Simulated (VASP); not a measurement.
# TlCl (Pm-3m) in VASP: further runs

The runs below take TlCl through single point, with PBE.

All numbers are computed with VASP 6.6.1; they aren't measurements. Logs are shortened: lines on timing, memory, paths and dates and some standing lists are left out, and cuts for length are marked.

### Step 1. The cell of the first run

The structure is cubic, space group Pm-3m (No. 221). Conventional cell: a = 3.769 Å, b = 3.769 Å, c = 3.769 Å, α = 90.00°, β = 90.00°, γ = 90.00°. Within 4.3 Å of Tl (site symmetry m-3m) lie 8 Cl at 3.26 Å and 6 Tl at 3.77 Å. Within 4.3 Å of Cl (site symmetry m-3m) lie 8 Tl at 3.26 Å and 6 Cl at 3.77 Å.

### Step 2. Single point, PBE (26.77 Å³/atom)

Contents of INCAR:

```
PREC     = Accurate       # precision mode
ENCUT    = 500            # plane-wave cutoff, eV
EDIFF    = 1E-6           # SCF threshold, eV
ISMEAR   = -1             # smearing method
SIGMA    = 0.02           # smearing width, eV
LREAL    = F              # projectors in reciprocal space
LASPH    = T              # aspherical terms in the spheres
NELM     = 120            # most SCF steps
ALGO     = Normal         # electronic algorithm
ISIF     = 2              # what is computed and relaxed
LWAVE    = F              # write WAVECAR
LCHARG   = F              # write CHGCAR
GGA      = PE             # functional
NBANDS   = 17             # bands
GGA_COMPAT= F
```

Contents of KPOINTS:

```
regular mesh
0
Gamma
  8 8 8
```

Contents of POSCAR:

```
TlCl
1.0
    3.7690043929      0.0000000000      0.0000000000
    0.0000000000      3.7690043929      0.0000000000
    0.0000000000      0.0000000000      3.7690043929
Tl Cl
1 1
Direct
    0.0000000000      0.0000000000      0.0000000000
    0.5000000000      0.5000000000      0.5000000000
```

Potentials or basis: VASP PAW PBE potentials, release 64 (Tl_d, Cl).

Command:

```sh
cat potpaw_PBE.64/Tl_d/POTCAR potpaw_PBE.64/Cl/POTCAR > POTCAR
mpirun -np 1 vasp_std > vasp.out
```

OUTCAR:

```text
PREC = Accurate
   ENCUT = 500
   EDIFF = 1E-6
   ISMEAR = -1
   LREAL = F
   LASPH = T
   NELM = 120
   ISIF = 2
   GGA = PE

 ion  position               nearest neighbor table
   1  0.000  0.000  0.000-   2 3.26   2 3.26   2 3.26   2 3.26   2 3.26   2 3.26   2 3.26   2 3.26

   2  0.500  0.500  0.500-   1 3.26   1 3.26   1 3.26   1 3.26   1 3.26   1 3.26   1 3.26   1 3.26

  LATTYP: Found a simple cubic cell.
 ALAT       =     3.7690043929

  Lattice vectors:

 A1 = (   3.7690043929,   0.0000000000,   0.0000000000)
 A2 = (   0.0000000000,   3.7690043929,   0.0000000000)
 A3 = (   0.0000000000,   0.0000000000,   3.7690043929)

Analysis of symmetry for initial positions (statically):
=====================================================================
 Subroutine PRICEL returns:
 Original cell was already a primitive cell.

 Routine SETGRP: Setting up the symmetry group for a
 simple cubic supercell.

 Subroutine GETGRP returns: Found 48 space group operations
 (whereof 48 operations were pure point group operations)
 out of a pool of 48 trial point group operations.

The static configuration has the point symmetry O_h .

Analysis of symmetry for dynamics (positions and initial velocities):
=====================================================================
 Subroutine PRICEL returns:
 Original cell was already a primitive cell.

 Routine SETGRP: Setting up the symmetry group for a
 simple cubic supercell.

 Subroutine GETGRP returns: Found 48 space group operations
 (whereof 48 operations were pure point group operations)
 out of a pool of 48 trial point group operations.

The dynamic configuration has the point symmetry O_h .

 Subroutine INISYM returns: Found 48 space group operations
 (whereof 48 operations are pure point group operations),
 and found     1 'primitive' translations

----------------------------------------------------------------------------------------

                                     Primitive cell

  volume of cell :      53.5402

  direct lattice vectors                    reciprocal lattice vectors
     3.769004393  0.000000000  0.000000000     0.265322057  0.000000000  0.000000000
     0.000000000  3.769004393  0.000000000     0.000000000  0.265322057  0.000000000
     0.000000000  0.000000000  3.769004393     0.000000000  0.000000000  0.265322057

  length of vectors
     3.769004393  3.769004393  3.769004393     0.265322057  0.265322057  0.265322057

  position of ions in fractional coordinates (direct lattice)
     0.000000000  0.000000000  0.000000000
[... 77 lines left out ...]
   NELM   =    120;   NELMIN=  2; NELMDL= -5     # of ELM steps
   EDIFF  = 0.1E-05   stopping-criterion for ELM
   LREAL  =      F    real-space projection
   EDIFFG = 0.1E-04   stopping-criterion for IOM
   NSW    =      0    number of steps for IOM
   IBRION =     -1    ionic relax: 0-MD 1-quasi-New 2-CG
   NFREE  =      0    steps in history (QN), initial steepest desc. (CG)
   ISIF   =      2    stress and relaxation
   ISYM   =      2    0-nonsym 1-usesym 2-fastsym
   POTIM  = 0.5000    time-step for ionic-motion
   TEBEG  =    0.0;   TEEND  =   0.0 temperature during run
   PSTRESS=    0.0 pullay stress
   NELECT =      20.0000    total number of electrons
   NUPDOWN=      -1.0000    fix difference up-down
   EMIN   =  10.00;   EMAX   =-10.00  energy-range for DOS
   EFERMI =   0.00;   METHOD = LEGACY
   ISMEAR =    -1;   SIGMA  =   0.02  broadening in eV -4-tet -1-fermi 0-gaus
   EFERMI_NEDOS =   21; number of points for ismear=-14 and -15
   IALGO  =     38    algorithm
   IMIX   =      4    mixing-type and parameters
     AMIX     =   0.40;   BMIX     =  1.00
     AMIX_MAG =   1.60;   BMIX_MAG =  1.00
  volume/ion in A,a.u.               =      26.77       180.65
  Fermi-wavevector in a.u.,A,eV,Ry     =   1.179030  2.228044 18.913618  1.390112
  Thomas-Fermi vector in A             =   2.315348
   LORBIT       =      0    0 simple, 1 ext, 2 COOP (PROOUT), +10 PAW based schemes
   GGA     = PE    functional components
   LHFCALC =     F    Hartree Fock is set to
   AEXX    =    0.0000 exact exchange contribution
   IVDW    =     0    specifies the selected vdW correction
   LEPSILON=     F    determine dielectric tensor
   LRPA    =     F    only Hartree local field effects (RPA)
 non-spin polarized calculation
  energy-cutoff  :      500.00
  volume of cell :       53.54
 maximum number of plane-waves:      1382
 NGX is ok and might be reduce to    28
   NGX = 13   NGY = 13   NGZ = 13

 number of electron      20.0000008 magnetization

 Free energy of the ion-electron system (eV)
  ---------------------------------------------------
  ext. energy  EPLUGINS =         0.00000000
  ---------------------------------------------------
  free energy    TOTEN  =        -5.96803755 eV

  energy without entropy =       -5.96803755  energy(sigma->0) =       -5.96803755

 E-fermi :   3.7735     XC(G=0):  -9.3911

 val. band max:        3.3199751641   @ k =   0.5000   0.0000   0.0000
 cond. band min:       5.2660010853   @ k =   0.5000   0.0000   0.0000
 fundamental gap:      1.9460259212
 Fermi energy:         3.7734676020

 k-point     1 :       0.0000    0.0000    0.0000
  band No.  band energies     occupation
      1     -10.8031      2.00000
      2      -6.7430      2.00000
      3      -6.7430      2.00000
      4      -6.4596      2.00000
      5      -6.4596      2.00000
      6      -6.4596      2.00000
[... 457 lines left out ...]
      4      -6.5395      2.00000
      5      -6.5009      2.00000
      6      -6.4087      2.00000
[... 9 lines left out ...]
     16      14.9873      0.00000
     17      17.4667      0.00000

 [... further k-points ...]

------------------------ aborting loop because EDIFF is reached ----------------------------------------

  FORCE on cell =-STRESS in cart. coord.  units (eV):
  Direction    XX          YY          ZZ          XY          YZ          ZX
  --------------------------------------------------------------------------------------
  -------------------------------------------------------------------------------------
  Total        0.9557465      0.9557465      0.9557465      0.0000000      0.0000000     -0.0000000
  in kB       28.6004837     28.6004837     28.6004837      0.0000000      0.0000000     -0.0000000
  external PRESSURE =      28.6004837 kB  Pullay stress =       0.0000000 kB

 VOLUME and BASIS-vectors are now :
 -----------------------------------------------------------------------------
  energy-cutoff  :      500.00
  volume of cell :       53.54
      direct lattice vectors                 reciprocal lattice vectors
     3.769004393  0.000000000  0.000000000     0.265322057  0.000000000  0.000000000
     0.000000000  3.769004393  0.000000000     0.000000000  0.265322057  0.000000000
     0.000000000  0.000000000  3.769004393     0.000000000  0.000000000  0.265322057

 POSITION                                       TOTAL-FORCE (eV/Angst)
 -----------------------------------------------------------------------------------
      0.00000      0.00000      0.00000         0.000000      0.000000      0.000000
      1.88450      1.88450      1.88450         0.000000      0.000000      0.000000
 -----------------------------------------------------------------------------------
    total drift:                               -0.000000      0.000000      0.000000

  FREE ENERGIE OF THE ION-ELECTRON SYSTEM (eV)
  ---------------------------------------------------
  free  energy   TOTEN  =        -5.9680375518 eV

  energy  without entropy=       -5.9680375517  energy(sigma->0) =       -5.96803755
```

OSZICAR:

```text
N       E                     dE             d eps       ncg     rms          rms(c)
DAV:   1     0.931349833896E+02    0.93135E+02   -0.99110E+03  1262   0.102E+03
DAV:   2    -0.292379952023E+01   -0.96059E+02   -0.92279E+02  1511   0.226E+02
DAV:   3    -0.631334458027E+01   -0.33895E+01   -0.33824E+01  1378   0.370E+01
DAV:   4    -0.633671572377E+01   -0.23371E-01   -0.23368E-01  1574   0.362E+00
DAV:   5    -0.633701912926E+01   -0.30341E-03   -0.30340E-03  1489   0.386E-01    0.354E+00
DAV:   6    -0.599191834192E+01    0.34510E+00   -0.60372E-01  1319   0.419E+00    0.226E+00
DAV:   7    -0.596894940614E+01    0.22969E-01   -0.12270E-01  1415   0.167E+00    0.135E+00
DAV:   8    -0.596846926629E+01    0.48014E-03   -0.19442E-02  1373   0.941E-01    0.294E-01
DAV:   9    -0.596789736577E+01    0.57190E-03   -0.16628E-03  1422   0.226E-01    0.113E-01
DAV:  10    -0.596804656780E+01   -0.14920E-03   -0.52354E-04  1264   0.117E-01    0.471E-02
DAV:  11    -0.596803741151E+01    0.91563E-05   -0.39193E-05  1504   0.411E-02    0.133E-02
DAV:  12    -0.596803755175E+01   -0.14024E-06   -0.24740E-06  1293   0.106E-02
   1 F= -.59680376E+01 E0= -.59680376E+01  d E =-.788372E-12
```

stdout:

```text
POSCAR found type information on POSCAR TlCl
 POSCAR found :  2 types and       2 ions
 scaLAPACK will be used
 LDA part: xc-table for (Slater+PW92), standard interpolation
 POSCAR, INCAR and KPOINTS ok, starting setup
 FFT: planning ... GRIDC
 FFT: planning ... GRID_SOFT
 FFT: planning ... GRID
 WAVECAR not read
 entering main loop
```

It took 36 s on 1 thread of Intel Xeon 8259CL, shared host; peak memory 0.17 GiB.

What came out:

* Free energy: -5.9680 eV
* Pressure: 2.9 GPa
* Band gap on the k mesh: 1.95 eV

Levels at points of the mesh, in eV from the valence-band top:
```
           k point  band 8  band 9  band 10  band 11  band 12  band 13
(0.00, 0.00, 0.00)   -1.78   -1.78    -1.78     7.70     7.70     8.01
(0.50, 0.00, 0.00)   -1.30   -1.30     0.00     1.95     6.56     6.56
(0.50, 0.50, 0.00)   -3.37   -3.37    -1.26     4.92     4.92     8.40
(0.50, 0.50, 0.50)   -2.29   -2.29    -2.11     2.33     2.33     2.33
```

Caveat: spin-orbit coupling is left out, which moves the levels of the heavy elements. A k mesh can miss the band edges.

### Step 3. Single point, PBE (27.47 Å³/atom)

This run uses another cell than the first one, of 27.47 Å³/atom.

Contents of INCAR:

```
ALGO = Normal ; EDIFF = 1E-6
ENCUT = 500 ; GGA = PE
GGA_COMPAT = False ; ISIF = 2
ISMEAR = -1 ; LASPH = True
LCHARG = False ; LREAL = False
LWAVE = False ; NBANDS = 17
NELM = 120 ; PREC = Accurate
SIGMA = 0.02
```

Contents of KPOINTS:

```
k-points
0
Gamma
  8 8 8
```

Contents of POSCAR:

```
TlCl
1.0
    3.8017799893      0.0000000000      0.0000000000
    0.0000000000      3.8017799893      0.0000000000
    0.0000000000      0.0000000000      3.8017799893
Tl Cl
1 1
Direct
    0.0000000000      0.0000000000      0.0000000000
    0.5000000000      0.5000000000      0.5000000000
```

Potentials or basis: VASP PAW PBE potentials, release 64 (Tl_d, Cl).

Command:

```sh
cat potpaw_PBE.64/Tl_d/POTCAR potpaw_PBE.64/Cl/POTCAR > POTCAR
mpirun -np 1 vasp_std > vasp.out
```

OUTCAR:

```text
EDIFF = 1E-6
   ENCUT = 500
   GGA = PE
   ISIF = 2
   ISMEAR = -1
   LASPH = True
   LREAL = False
   NELM = 120
   PREC = Accurate

 ion  position               nearest neighbor table
   1  0.000  0.000  0.000-   2 3.29   2 3.29   2 3.29   2 3.29   2 3.29   2 3.29   2 3.29   2 3.29

   2  0.500  0.500  0.500-   1 3.29   1 3.29   1 3.29   1 3.29   1 3.29   1 3.29   1 3.29   1 3.29

  LATTYP: Found a simple cubic cell.
 ALAT       =     3.8017799893

  Lattice vectors:

 A1 = (   3.8017799893,   0.0000000000,   0.0000000000)
 A2 = (   0.0000000000,   3.8017799893,   0.0000000000)
 A3 = (   0.0000000000,   0.0000000000,   3.8017799893)

Analysis of symmetry for initial positions (statically):
=====================================================================
 Subroutine PRICEL returns:
 Original cell was already a primitive cell.

 Routine SETGRP: Setting up the symmetry group for a
 simple cubic supercell.

 Subroutine GETGRP returns: Found 48 space group operations
 (whereof 48 operations were pure point group operations)
 out of a pool of 48 trial point group operations.

[... 159 lines left out ...]

  energy without entropy =       -5.98983961  energy(sigma->0) =       -5.98983961

 E-fermi :   3.4313     XC(G=0):  -9.2626

 val. band max:        3.0093636925   @ k =   0.5000   0.0000   0.0000
 cond. band min:       5.0259552770   @ k =   0.5000   0.0000   0.0000
 fundamental gap:      2.0165915845
 Fermi energy:         3.4313116842

 k-point     1 :       0.0000    0.0000    0.0000
  band No.  band energies     occupation
      1     -10.9370      2.00000
      2      -6.9861      2.00000
      3      -6.9861      2.00000
      4      -6.7227      2.00000
      5      -6.7227      2.00000
      6      -6.7227      2.00000
[... 457 lines left out ...]
      4      -6.7957      2.00000
      5      -6.7626      2.00000
      6      -6.6767      2.00000
[... 9 lines left out ...]
     16      14.6573      0.00000
     17      16.9964      0.00000

 [... further k-points ...]

------------------------ aborting loop because EDIFF is reached ----------------------------------------

  FORCE on cell =-STRESS in cart. coord.  units (eV):
  Direction    XX          YY          ZZ          XY          YZ          ZX
  --------------------------------------------------------------------------------------
  -------------------------------------------------------------------------------------
  Total        0.6786869      0.6786869      0.6786869      0.0000000      0.0000000      0.0000000
  in kB       19.7887853     19.7887853     19.7887853      0.0000000      0.0000000      0.0000000
  external PRESSURE =      19.7887853 kB  Pullay stress =       0.0000000 kB

 VOLUME and BASIS-vectors are now :
 -----------------------------------------------------------------------------
  energy-cutoff  :      500.00
  volume of cell :       54.95
      direct lattice vectors                 reciprocal lattice vectors
     3.801779989  0.000000000  0.000000000     0.263034684  0.000000000  0.000000000
     0.000000000  3.801779989  0.000000000     0.000000000  0.263034684  0.000000000
     0.000000000  0.000000000  3.801779989     0.000000000  0.000000000  0.263034684

 POSITION                                       TOTAL-FORCE (eV/Angst)
 -----------------------------------------------------------------------------------
      0.00000      0.00000      0.00000         0.000000      0.000000      0.000000
      1.90089      1.90089      1.90089         0.000000      0.000000      0.000000
 -----------------------------------------------------------------------------------
    total drift:                               -0.000000      0.000000      0.000000

  FREE ENERGIE OF THE ION-ELECTRON SYSTEM (eV)
  ---------------------------------------------------
  free  energy   TOTEN  =        -5.9898396060 eV

  energy  without entropy=       -5.9898396060  energy(sigma->0) =       -5.98983961
```

stdout:

```text
POSCAR found type information on POSCAR TlCl
 POSCAR found :  2 types and       2 ions
 scaLAPACK will be used
 LDA part: xc-table for (Slater+PW92), standard interpolation
 POSCAR, INCAR and KPOINTS ok, starting setup
 FFT: planning ... GRIDC
 FFT: planning ... GRID_SOFT
 FFT: planning ... GRID
 WAVECAR not read
 entering main loop
```

Wall time 44 s (1 thread of Intel Xeon 8259CL, shared host); peak memory 0.17 GiB.

Results:

| Quantity | Value |
| --- | --- |
| Free energy | -5.9898 eV |
| Pressure | 2.0 GPa |
| Band gap on the k mesh | 2.02 eV |

Caveat: spin-orbit coupling is left out, which moves the levels of the heavy elements. A k mesh can miss the band edges.
